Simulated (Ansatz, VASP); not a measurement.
## Sn: VASP beside Ansatz

File INCAR:

```
PREC = Accurate
ENCUT = 600
EDIFF = 1E-6
ISMEAR = 0
SIGMA = 0.05
LREAL = False
LASPH = True
NELM = 100
ALGO = Fast
ISIF = 3
LWAVE = False
LCHARG = False
GGA = PE
IBRION = 2
NSW = 80
EDIFFG = -0.03
```

Contents of KPOINTS:

```
Automatic mesh
0
Gamma
  8 8 8
```

POSCAR

```
Sn
1.0
   -2.9196440750      2.9196440750      1.5938000000
    2.9196440750     -2.9196440750      1.5938000000
    2.9196440750      2.9196440750     -1.5938000000
Sn
2
Direct
    0.0000000000      0.0000000000      0.0000000000
    0.7500000000      0.2500000000      0.5000000000
```

Input for Ansatz:

```yaml
crystal:
  lattice:
    - [-2.919644075, 2.919644075, 1.5938]
    - [2.919644075, -2.919644075, 1.5938]
    - [2.919644075, 2.919644075, -1.5938]
  atoms:
    - { symbol: Sn, position: [0.0, 0.0, 0.0] }
    - { symbol: Sn, position: [0.75, 0.25, 0.5] }
basis:
  ecutwfc: 420
  ecutrho_ratio: 4
kpoints:
  mp_grid: { grid: [8, 8, 8] }
hamiltonian:
  xc: pbe
scf:
  occupations: { method: gaussian, width: 0.05 }
output:
  forces: true
  stress: true
  eigenvalues: true
relax:
  f_tol: 0.03
  max_steps: 60
  cell: { stress_tol: 0.3 }
```

Alike in both runs: task relaxation of cell and atoms; functional PBE; k mesh 8 × 8 × 8; occupations gaussian, width 0.05 eV; no spin polarisation.

```csv
,VASP,Ansatz
version,VASP 6.6.1,Ansatz 0.2.0
potentials or method,"VASP PAW PBE potentials, release 64 (Sn_d), cutoff 600 eV","scalar-relativistic, plane waves, PAW"
valence electrons in the cell,28,28
```

|  | VASP | Ansatz | Ansatz less VASP |
| --- | --- | --- | --- |
| gap on the k mesh at the Fermi level, each at its own relaxed structure (eV) | none | none | - |
| relaxed volume (Å³/atom) | 28.40 | 28.51 | +0.108 |
| relaxed cell length with the largest relative difference (Å) | 4.468 | 4.477 | +0.0093 |

A gap of «none» marks a metal or a gap that the smearing closes.
